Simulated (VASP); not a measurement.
Runs of VASP 6.6.1 on Ir. Symmetry: P6_3/mmc, No. 194, hexagonal system. The conventional cell has a = 2.751 Å, b = 2.751 Å, c = 4.462 Å, α = 90.00°, β = 90.00°, γ = 120.00°. Within 3.6 Å of Ir (site symmetry -6m2) lie 12 Ir at 2.74 to 2.75 Å. 

```csv
k mesh,gap on the mesh (eV),pressure (GPa)
6 × 6 × 4,none,-11.9
4 × 4 × 3,none,-15.7
3 × 3 × 2,none,-1.4
5 × 5 × 3,none,(a)
8 × 8 × 5,none,(b)
```

Alike in all rows: task single point; level PBEsol; potentials or basis VASP PAW PBE potentials, release 64 (Ir); no spin polarisation; cell as given; cutoff (eV) 500; smearing methfessel-paxton 0.05 eV.

Task: Fill in the values left out.

Result: (a) -10.6; (b) -10.9.

Caveats: some runs use coarse meshes; the PAW data sets were made with another functional, which shifts forces and pressure a little; spin-orbit coupling is left out, which moves the levels of the heavy elements.

A k mesh can miss the band edges, and the runs leave out spin-orbit coupling on Ir.

A gap of «none» marks levels without a gap at the run's occupations.
